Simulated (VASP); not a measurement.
Here is a VASP 6.6.1 calculation.

The input INCAR:

```
SYSTEM = BN
PREC = Accurate
ENCUT = 520
EDIFF = 1E-6
ISMEAR = 0
SIGMA = 0.02
LREAL = .False.
LASPH = .True.
NELM = 80
ALGO = Normal
ISIF = 2
LWAVE = .False.
LCHARG = .False.
GGA = PS
IBRION = 2
NSW = 60
EDIFFG = -0.002
```

The input KPOINTS:

```
Automatic mesh
0
Gamma
  9 9 6
  0 0 0
```

The input POSCAR:

```
BN
1.0
    2.5024521521      0.0000000000      0.0000000000
   -1.2512260760      2.1671871355      0.0000000000
    0.0000000000      0.0000000000      4.2103583686
B N
2 2
Direct
    0.3333333333      0.6666666667      0.0000751913
    0.6666666667      0.3333333333      0.5000751913
    0.3333333333      0.6666666667      0.3739248087
    0.6666666667      0.3333333333      0.8739248087
```

Potentials or basis: VASP PAW PBE potentials, release 64 (B, N).

Run with:

```bash
$ cat potpaw_PBE.64/B/POTCAR potpaw_PBE.64/N/POTCAR > POTCAR
$ mpirun -np 1 vasp_std > vasp.out
```

Task: Predict the energy gained by relaxing.

Result: 0.0 meV/atom.

Task: Predict the band gap on the k mesh.

Result: 4.78 eV, indirect (least direct gap 8.18 eV).

Stress tensor (GPa, compression positive):
```
18.36  0.00  0.00
 0.00 18.36  0.00
 0.00  0.00  0.75
```

Caveat: the cell differs from its parent crystal (strained cell); the PAW data sets were made with another functional, which shifts forces and pressure a little. A k mesh can miss the band edges.
